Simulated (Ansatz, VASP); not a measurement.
Se in VASP and in Ansatz

The input INCAR:

```
SYSTEM = Se
  ALGO = Normal
  EDIFF = 1E-8
  ENCUT = 520
  GGA = PE
  ISIF = 2
  ISMEAR = -1
  LASPH = .TRUE.
  LCHARG = .FALSE.
  LEFG = .TRUE.
  LREAL = .FALSE.
  LWAVE = .FALSE.
  NBANDS = 27
  NELM = 80
  PREC = Accurate
  SIGMA = 0.01
```

Contents of KPOINTS:

```
k-points
0
G
  6 6 6
  0 0 0
```

The input POSCAR:

```
Se
1.0
    5.6572185779      3.2441401502      1.4315253667
   -5.7047811459      3.3009501488      1.4883353653
    0.0254176180     -6.5672352491      1.5091292680
Se
6
Direct
    0.2806600000      0.1625100000      0.9181800000
    0.9181800000      0.2806600000      0.1625100000
    0.1625100000      0.9181800000      0.2806600000
    0.7193400000      0.8374900000      0.0818200000
    0.0818200000      0.7193400000      0.8374900000
    0.8374900000      0.0818200000      0.7193400000
```

Input for Ansatz:

```yaml
crystal:
  lattice:
    - [5.6572185779, 3.2441401502, 1.4315253667]
    - [-5.7047811459, 3.3009501488, 1.4883353653]
    - [0.025417618, -6.5672352491, 1.509129268]
  atoms:
    - { symbol: Se, position: [0.28066, 0.16251, 0.91818] }
    - { symbol: Se, position: [0.91818, 0.28066, 0.16251] }
    - { symbol: Se, position: [0.16251, 0.91818, 0.28066] }
    - { symbol: Se, position: [0.71934, 0.83749, 0.08182] }
    - { symbol: Se, position: [0.08182, 0.71934, 0.83749] }
    - { symbol: Se, position: [0.83749, 0.08182, 0.71934] }
kpoints:
  mp_grid: { grid: [6, 6, 6] }
scf:
  occupations: { method: fermi_dirac, width: 0.01 }
hamiltonian:
  xc: pbe
  pseudopotentials: { kind: all_electron, datasets: crystal }
output:
  forces: true
  stress: true
  eigenvalues: true
  efg: { contact_densities: true }
```

Change from the starting cell: equal xy, yz and zx shear strains of -1 %, crystal datasets.

Alike in both runs: task electric field gradients; functional PBE; k mesh 6 × 6 × 6; occupations fermi-dirac, width 0.01 eV; no spin polarisation.

|  | VASP | Ansatz |
| --- | --- | --- |
| version | VASP 6.6.1 | Ansatz 0.2.0 |
| potentials or method | VASP PAW PBE potentials, release 64 (Se), cutoff 520 eV | all-electron PAW with datasets made for the crystal, scalar-relativistic |

```tsv
	VASP	Ansatz	Ansatz less VASP
gap on the k mesh at the Fermi level (eV)	1.15	1.16	+0.013
pressure (GPa)	2.8	2.7	-0.15
traceless stress, the component that is largest in VASP (GPa)	0.47	0.44	-0.032
rms of the force components (eV/Å)	0.304	0.281	-0.0236
size of Vzz on the site where it differs most (V/Å²)	560.8	583.8	+23.00
```

Atom by atom the forces differ by 0.025 eV/Å (rms over components). Ansatz ran all-electron here, and VASP with PAW potentials.
